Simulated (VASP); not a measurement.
# Be4Ag (F-43m) in VASP: further runs

Runs on Be4Ag. Level: PBE. Tasks: single point, relaxation of cell and atoms.

All numbers are computed with VASP 6.6.1; they aren't measurements. Logs are shortened: lines on timing, memory, paths and dates and some standing lists are left out, and cuts for length are marked.

## (1) The cell of the first run

It takes space group F-43m (No. 216, cubic). The conventional cell has a = 6.134 Å, b = 6.134 Å, c = 6.134 Å, α = 90.00°, β = 90.00°, γ = 90.00°. Within 2.9 Å of Be (site symmetry 3m) lie 6 Be at 2.17 Å and 3 Ag at 2.54 Å. Within 3.4 Å of Ag (site symmetry -43m) lie 12 Be at 2.54 Å.

The cell was built from a structure type or drawn by symmetry, and may not be a known phase.

## (2) Single point, PBE

The input, INCAR:

```
SYSTEM = Be4Ag
PREC = Accurate
ENCUT = 520
EDIFF = 1E-6
ISMEAR = 0
SIGMA = 0.1
LREAL = .FALSE.
LASPH = .TRUE.
NELM = 100
ALGO = Normal
ISIF = 2
LWAVE = .FALSE.
LCHARG = .FALSE.
GGA = PE
NBANDS = 18
```

The input, KPOINTS:

```
Automatic mesh
0
G
  6 6 6
  0 0 0
```

The input, POSCAR:

```
Be4Ag
1.0
    0.0000000000      3.0669634286      3.0669634286
    3.0669634286      0.0000000000      3.0669634286
    3.0669634286      3.0669634286      0.0000000000
Be Ag
4 1
Direct
    0.1248418456      0.1248418456      0.1248418456
    0.1248418456      0.1248418456      0.6254744632
    0.1248418456      0.6254744632      0.1248418456
    0.6254744632      0.1248418456      0.1248418456
    0.7500000000      0.7500000000      0.7500000000
```

Potentials or basis: VASP PAW PBE potentials, release 64 (Be, Ag).

Command:

```sh
> cat potpaw_PBE.64/Be/POTCAR potpaw_PBE.64/Ag/POTCAR > POTCAR
> mpirun -np 1 vasp_std > vasp.out
```

OUTCAR:

```text
SYSTEM = Be4Ag
   PREC = Accurate
   ENCUT = 520
   EDIFF = 1E-6
   ISMEAR = 0
   LREAL = .FALSE.
   LASPH = .TRUE.
   NELM = 100
   ISIF = 2
   GGA = PE

 ion  position               nearest neighbor table
   1  0.125  0.125  0.125-   2 2.17   3 2.17   4 2.17   4 2.17   3 2.17   2 2.17   5 2.54   5 2.54
                             5 2.54
   2  0.125  0.125  0.625-   1 2.17   3 2.17   4 2.17   3 2.17   4 2.17   1 2.17   5 2.54   5 2.54
                             5 2.54
   3  0.125  0.625  0.125-   1 2.17   2 2.17   4 2.17   4 2.17   2 2.17   1 2.17   5 2.54   5 2.54
                             5 2.54
   4  0.625  0.125  0.125-   1 2.17   2 2.17   3 2.17   3 2.17   2 2.17   1 2.17   5 2.54   5 2.54
                             5 2.54
   5  0.750  0.750  0.750-   3 2.54   4 2.54   2 2.54   4 2.54   2 2.54   3 2.54   1 2.54   1 2.54
                             1 2.54   2 2.54   3 2.54   4 2.54

  LATTYP: Found a face centered cubic cell.
 ALAT       =     6.1339268572

  Lattice vectors:

 A1 = (   0.0000000000,   3.0669634286,   3.0669634286)
 A2 = (   3.0669634286,   0.0000000000,   3.0669634286)
 A3 = (   3.0669634286,   3.0669634286,   0.0000000000)

Analysis of symmetry for initial positions (statically):
=====================================================================
 Subroutine PRICEL returns:
 Original cell was already a primitive cell.

 Routine SETGRP: Setting up the symmetry group for a
 face centered cubic supercell.

 Subroutine GETGRP returns: Found 24 space group operations
 (whereof 24 operations were pure point group operations)
 out of a pool of 48 trial point group operations.

The static configuration has the point symmetry T_d .

Analysis of symmetry for dynamics (positions and initial velocities):
=====================================================================
 Subroutine PRICEL returns:
 Original cell was already a primitive cell.

 Routine SETGRP: Setting up the symmetry group for a
 face centered cubic supercell.

 Subroutine GETGRP returns: Found 24 space group operations
 (whereof 24 operations were pure point group operations)
 out of a pool of 48 trial point group operations.

The dynamic configuration has the point symmetry T_d .

 Subroutine INISYM returns: Found 24 space group operations
 (whereof 24 operations are pure point group operations),
 and found     1 'primitive' translations

----------------------------------------------------------------------------------------

                                     Primitive cell

  volume of cell :      57.6973

  direct lattice vectors                    reciprocal lattice vectors
     0.000000000  3.066963429  3.066963429    -0.163027702  0.163027702  0.163027702
     3.066963429  0.000000000  3.066963429     0.163027702 -0.163027702  0.163027702
     3.066963429  3.066963429  0.000000000     0.163027702  0.163027702 -0.163027702

  length of vectors
     4.337341276  4.337341276  4.337341276     0.282372263  0.282372263  0.282372263

  position of ions in fractional coordinates (direct lattice)
     0.124841846  0.124841846  0.124841846
     0.124841846  0.124841846  0.625474463
     0.124841846  0.625474463  0.124841846
     0.625474463  0.124841846  0.124841846
     0.750000000  0.750000000  0.750000000

  ion indices of the primitive-cell ions
   primitive index   ion index
                 1           1
                 2           2
                 3           3
                 4           4
                 5           5

----------------------------------------------------------------------------------------

 KPOINTS: Automatic mesh

Automatic generation of k-mesh.
 Grid dimensions read from file:
 generate k-points for:    6    6    6

 Generating k-lattice:

  Cartesian coordinates                     Fractional coordinates (reciprocal lattice)
    -0.027171284  0.027171284  0.027171284     0.166666667  0.000000000  0.000000000
     0.027171284 -0.027171284  0.027171284     0.000000000  0.166666667  0.000000000
     0.027171284  0.027171284 -0.027171284     0.000000000  0.000000000  0.166666667

  Length of vectors
     0.047062044  0.047062044  0.047062044

  Shift w.r.t. Gamma in fractional coordinates (k-lattice)
     0.000000000  0.000000000  0.000000000

 Subroutine IBZKPT returns following result:
 ===========================================

 Found     16 irreducible k-points:

 Following reciprocal coordinates:
            Coordinates               Weight
  0.000000  0.000000  0.000000      1.000000
  0.166667  0.000000  0.000000      8.000000
  0.333333  0.000000  0.000000      8.000000
  0.500000  0.000000  0.000000      4.000000
  0.166667  0.166667  0.000000      6.000000
  0.333333  0.166667  0.000000     24.000000
[... 8 lines left out ...]
 -0.333333  0.333333  0.166667     24.000000
 -0.333333  0.500000  0.166667     12.000000
   k-points           NKPTS =     16   k-points in BZ     NKDIM =     16   number of bands    NBANDS=     18
   number of dos      NEDOS =    301   number of ions     NIONS =      5
   total plane-waves  NPLWV =  32768
   dimension x,y,z NGX =    32 NGY =   32 NGZ =   32
   dimension x,y,z NGXF=    64 NGYF=   64 NGZF=   64
   ions per type =               4   1
   NGX,Y,Z   is equivalent  to a cutoff of  12.27, 12.27, 12.27 a.u.
   NGXF,Y,Z  is equivalent  to a cutoff of  24.53, 24.53, 24.53 a.u.
 SYSTEM =  Be4Ag
   PREC   = accura    normal or accurate (medium, high low for compatibility)
   ISTART =      0    job   : 0-new  1-cont  2-samecut
   ICHARG =      2    charge: 1-file 2-atom 10-const
   ISPIN  =      1    spin polarized calculation?
   LNONCOLLINEAR =      F non collinear calculations
   LSORBIT =      F    spin-orbit coupling
   LASPH  =      T    aspherical Exc in radial PAW
   ENCUT  =  520.0 eV  38.22 Ry    6.18 a.u.   8.06  8.06  8.06*2*pi/ulx,y,z
   NELM   =    100;   NELMIN=  2; NELMDL= -5     # of ELM steps
   EDIFF  = 0.1E-05   stopping-criterion for ELM
   LREAL  =      F    real-space projection
   EDIFFG = 0.1E-04   stopping-criterion for IOM
   NSW    =      0    number of steps for IOM
   IBRION =     -1    ionic relax: 0-MD 1-quasi-New 2-CG
   NFREE  =      0    steps in history (QN), initial steepest desc. (CG)
   ISIF   =      2    stress and relaxation
   ISYM   =      2    0-nonsym 1-usesym 2-fastsym
   POTIM  = 0.5000    time-step for ionic-motion
   TEBEG  =    0.0;   TEEND  =   0.0 temperature during run
   PSTRESS=    0.0 pullay stress
   NELECT =      19.0000    total number of electrons
   NUPDOWN=      -1.0000    fix difference up-down
   EMIN   =  10.00;   EMAX   =-10.00  energy-range for DOS
   EFERMI =   0.00;   METHOD = LEGACY
   ISMEAR =     0;   SIGMA  =   0.10  broadening in eV -4-tet -1-fermi 0-gaus
   EFERMI_NEDOS =   21; number of points for ismear=-14 and -15
   IALGO  =     38    algorithm
   IMIX   =      4    mixing-type and parameters
     AMIX     =   0.40;   BMIX     =  1.00
     AMIX_MAG =   1.60;   BMIX_MAG =  1.00
  volume/ion in A,a.u.               =      11.54        77.87
  Fermi-wavevector in a.u.,A,eV,Ry     =   1.130509  2.136353 17.388940  1.278051
  Thomas-Fermi vector in A             =   2.267206
   LORBIT       =      0    0 simple, 1 ext, 2 COOP (PROOUT), +10 PAW based schemes
   GGA     = PE    functional components
   LHFCALC =     F    Hartree Fock is set to
   AEXX    =    0.0000 exact exchange contribution
   IVDW    =     0    specifies the selected vdW correction
   LEPSILON=     F    determine dielectric tensor
   LRPA    =     F    only Hartree local field effects (RPA)
 non-spin polarized calculation
 Gauss-broadening in eV      SIGMA  =   0.10
  energy-cutoff  :      520.00
  volume of cell :       57.70
 maximum number of plane-waves:      1588
   NGX = 17   NGY = 17   NGZ = 17

 number of electron      19.0000005 magnetization

 Free energy of the ion-electron system (eV)
  ---------------------------------------------------
  ext. energy  EPLUGINS =         0.00000000
  ---------------------------------------------------
  free energy    TOTEN  =       -16.35502964 eV

  energy without entropy =      -16.33672272  energy(sigma->0) =      -16.34587618

 E-fermi :   5.3658     XC(G=0): -10.3473

 val. band max:        5.3464961926   @ k =   0.5000   0.3333   0.1667
 cond. band min:       5.3886781412   @ k =  -0.3333   0.3333   0.1667
 fundamental gap:      0.0421819486
 Fermi energy:         5.3658083547

 k-point     1 :       0.0000    0.0000    0.0000
  band No.  band energies     occupation
      1      -3.5142      2.00000
      2      -0.2050      2.00000
      3      -0.2050      2.00000
      4      -0.2050      2.00000
      5      -0.1370      2.00000
      6      -0.1370      2.00000
[... 10 lines left out ...]
     17      13.4517      0.00000
     18      13.4517      0.00000

 k-point     2 :       0.1667    0.0000    0.0000
  band No.  band energies     occupation
      1      -3.2460      2.00000
      2      -0.2974      2.00000
      3      -0.2014      2.00000
      4      -0.2014      2.00000
      5      -0.0835      2.00000
      6      -0.0835      2.00000
[... 10 lines left out ...]
     17      12.8811      0.00000
     18      14.8149      0.00000

 k-point     3 :       0.3333    0.0000    0.0000
  band No.  band energies     occupation
      1      -2.5098      2.00000
      2      -0.5038      2.00000
      3      -0.2493      2.00000
      4      -0.2493      2.00000
      5       0.0956      2.00000
      6       0.0956      2.00000
[... 10 lines left out ...]
     17      15.0585      0.00000
     18      16.0791      0.00000

 k-point     4 :       0.5000    0.0000    0.0000
  band No.  band energies     occupation
      1      -1.8563      2.00000
      2      -0.7231      2.00000
      3      -0.2751      2.00000
      4      -0.2751      2.00000
      5       0.1970      2.00000
      6       0.1970      2.00000
[... 10 lines left out ...]
     17      15.0834      0.00000
     18      15.0834      0.00000

 k-point     5 :       0.1667    0.1667    0.0000
  band No.  band energies     occupation
      1      -3.1584      2.00000
      2      -0.3507      2.00000
      3      -0.2371      2.00000
      4      -0.1023      2.00000
      5      -0.1023      2.00000
      6      -0.0770      2.00000
[... 10 lines left out ...]
     17      14.1461      0.00000
     18      14.1462      0.00000

 k-point     6 :       0.3333    0.1667    0.0000
  band No.  band energies     occupation
      1      -2.5802      2.00000
      2      -0.5454      2.00000
      3      -0.2957      2.00000
      4      -0.1310      2.00000
      5       0.0678      2.00000
      6       0.1089      2.00000
[... 139 lines left out ...]
 k-point    13 :       0.5000    0.5000    0.0000
  band No.  band energies     occupation
      1      -1.4158      2.00000
      2      -1.2674      2.00000
      3       0.1073      2.00000
      4       0.3059      2.00000
      5       0.3059      2.00000
      6       0.5538      2.00000
[... 10 lines left out ...]
     17      14.1833      0.00000
     18      17.4410      0.00000

 k-point    14 :       0.5000    0.3333    0.1667
  band No.  band energies     occupation
      1      -1.9577      2.00000
      2      -0.7694      2.00000
      3      -0.2624      2.00000
      4      -0.0740      2.00000
      5       0.1527      2.00000
      6       0.3312      2.00000
[... 10 lines left out ...]
     17      15.1382      0.00000
     18      15.6665      0.00000

 k-point    15 :      -0.3333    0.3333    0.1667
  band No.  band energies     occupation
      1      -1.4713      2.00000
      2      -0.9538      2.00000
      3      -0.1988      2.00000
      4      -0.0095      2.00000
      5       0.2371      2.00000
      6       0.7265      2.00000
[... 10 lines left out ...]
     17      14.9198      0.00000
     18      16.5232      0.00000

 k-point    16 :      -0.3333    0.5000    0.1667
  band No.  band energies     occupation
      1      -1.2797      2.00000
      2      -1.1904      2.00000
      3      -0.0557      2.00000
      4       0.0645      2.00000
      5       0.3169      2.00000
      6       1.0747      2.00000
[... 10 lines left out ...]
     17      14.9763      0.00000
     18      16.8625      0.00000

------------------------ aborting loop because EDIFF is reached ----------------------------------------

  FORCE on cell =-STRESS in cart. coord.  units (eV):
  Direction    XX          YY          ZZ          XY          YZ          ZX
  --------------------------------------------------------------------------------------
  -------------------------------------------------------------------------------------
  Total       -0.0070579     -0.0070579     -0.0070579      0.0000000      0.0000000      0.0000000
  in kB       -0.1959895     -0.1959895     -0.1959895      0.0000000      0.0000000      0.0000000
  external PRESSURE =      -0.1959895 kB  Pullay stress =       0.0000000 kB

 VOLUME and BASIS-vectors are now :
 -----------------------------------------------------------------------------
  energy-cutoff  :      520.00
  volume of cell :       57.70
      direct lattice vectors                 reciprocal lattice vectors
     0.000000000  3.066963429  3.066963429    -0.163027702  0.163027702  0.163027702
     3.066963429  0.000000000  3.066963429     0.163027702 -0.163027702  0.163027702
     3.066963429  3.066963429  0.000000000     0.163027702  0.163027702 -0.163027702

 POSITION                                       TOTAL-FORCE (eV/Angst)
 -----------------------------------------------------------------------------------
      0.76577      0.76577      0.76577         0.007817      0.007817      0.007817
      2.30119      2.30119      0.76577        -0.007817     -0.007817      0.007817
      2.30119      0.76577      2.30119        -0.007817      0.007817     -0.007817
      0.76577      2.30119      2.30119         0.007817     -0.007817     -0.007817
      4.60045      4.60045      4.60045         0.000000      0.000000      0.000000
 -----------------------------------------------------------------------------------
    total drift:                               -0.000000     -0.000000      0.000000

  FREE ENERGIE OF THE ION-ELECTRON SYSTEM (eV)
  ---------------------------------------------------
  free  energy   TOTEN  =       -16.3550296372 eV

  energy  without entropy=      -16.3367227213  energy(sigma->0) =      -16.34587618
```

Run time: 21 s. Hardware: 1 thread of Intel Xeon 8259CL, shared host; peak memory 0.18 GiB.

What came out:

* Free energy: -16.3550 eV
* Pressure: 0.0 GPa
* Largest force: 0.014 eV/Å
* Band gap on the k mesh: zero (an odd number of electrons rules out a gap without spin polarisation)

Forces in eV/Å, atoms in the order of the input:
```
Be   0.008  0.008  0.008
Be  -0.008 -0.008  0.008
Be  -0.008  0.008 -0.008
Be   0.008 -0.008 -0.008
Ag   0.000  0.000  0.000
```

## (3) Relaxation of cell and atoms, PBE

This run uses another cell than the first one, of 11.28 Å³/atom.

The input, INCAR:

```
SYSTEM = Be4Ag
ALGO     = Normal         ! electronic algorithm
EDIFF    = 1E-6           ! SCF threshold, eV
EDIFFG   = -0.04          ! ionic threshold
ENCUT    = 600            ! plane-wave cutoff, eV
GGA      = PE             ! functional
IBRION   = 2              ! ionic algorithm
ISIF     = 3              ! what is computed and relaxed
ISMEAR   = 0              ! smearing method
LASPH    = .TRUE.         ! aspherical terms in the spheres
LCHARG   = .FALSE.        ! write CHGCAR
LREAL    = .FALSE.        ! projectors in reciprocal space
LWAVE    = .FALSE.        ! write WAVECAR
NELM     = 100            ! most SCF steps
NSW      = 90             ! ionic steps
PREC     = Accurate       ! precision mode
SIGMA    = 0.1            ! smearing width, eV
```

The input, KPOINTS:

```
k-points
0
G
  6 6 6
  0 0 0
```

The input, POSCAR:

```
Be4Ag
1.0
    0.0000000000      3.0441804700      3.0441804700
    3.0441804700      0.0000000000      3.0441804700
    3.0441804700      3.0441804700      0.0000000000
Be Ag
4 1
Direct
    0.1374459100      0.1374459100      0.1374459100
    0.1374459100      0.1374459100      0.5876622800
    0.1374459100      0.5876622800      0.1374459100
    0.5876622800      0.1374459100      0.1374459100
    0.7500000000      0.7500000000      0.7500000000
```

Potentials or basis: VASP PAW PBE potentials, release 64 (Be, Ag).

Command:

```sh
> cat potpaw_PBE.64/Be/POTCAR potpaw_PBE.64/Ag/POTCAR > POTCAR
> mpirun -np 1 vasp_std > vasp.out
```

Run time: 100 s. Hardware: 1 thread of Intel Xeon 8259CL, shared host; peak memory 0.22 GiB.

It converged, with:

- Free energy: -16.3545 eV
- Relaxed volume: 11.55 Å³/atom
- Relaxed cell: a = 4.339 Å, b = 4.339 Å, c = 4.339 Å, α = 60.00°, β = 60.00°, γ = 60.00°
- Space group after relaxing (to 0.1 Å): F-43m (No. 216)
- Energy gained by relaxing: 169.0 meV/atom
- Ionic steps: 4
- Pressure after relaxing: -0.1 GPa
- Largest force after relaxing: 0.034 eV/Å
- Band gap on the k mesh: zero (an odd number of electrons rules out a gap without spin polarisation)

Forces on the atoms (eV/Å):
```
Be   0.020  0.020  0.020
Be  -0.020 -0.020  0.020
Be  -0.020  0.020 -0.020
Be   0.020 -0.020 -0.020
Ag   0.000  0.000  0.000
```

Step by step:
| step | energy change (eV) | largest force (eV/Å) | pressure (GPa) | volume (Å³) |
| --- | --- | --- | --- | --- |
| 1 | 0.0000 | 3.3174 | 5.45 | 56.42 |
| 2 | -0.7977 | 0.5364 | -2.59 | 59.61 |
| 3 | -0.8362 | 0.0699 | -2.09 | 58.99 |
| 4 | -0.8451 | 0.0343 | -0.08 | 57.76 |

Final structure:
```xyz
5
Lattice="0.0000 3.0680 3.0680 3.0680 0.0000 3.0680 3.0680 3.0680 0.0000" Properties=species:S:1:pos:R:3 pbc="T T T"
Be    0.7654    0.7654    0.7654
Be    2.3026    2.3026    0.7654
Be    2.3026    0.7654    2.3026
Be    0.7654    2.3026    2.3026
Ag    4.6020    4.6020    4.6020
```

Levels at points of the mesh, in eV from the Fermi level:
```tsv
k point	band 5	band 6	band 7	band 8	band 9	band 10	band 11	band 12	band 13
(0.00, 0.00, 0.00)	-5.50	-5.50	-3.04	0.33	0.33	0.33	4.62	4.62	4.80
(0.50, 0.00, 0.00)	-5.17	-5.17	-4.60	-2.32	0.05	0.05	2.40	2.40	5.22
(0.50, 0.50, 0.00)	-5.06	-4.81	-4.21	-2.24	-1.92	-1.92	-0.27	6.67	6.67
```
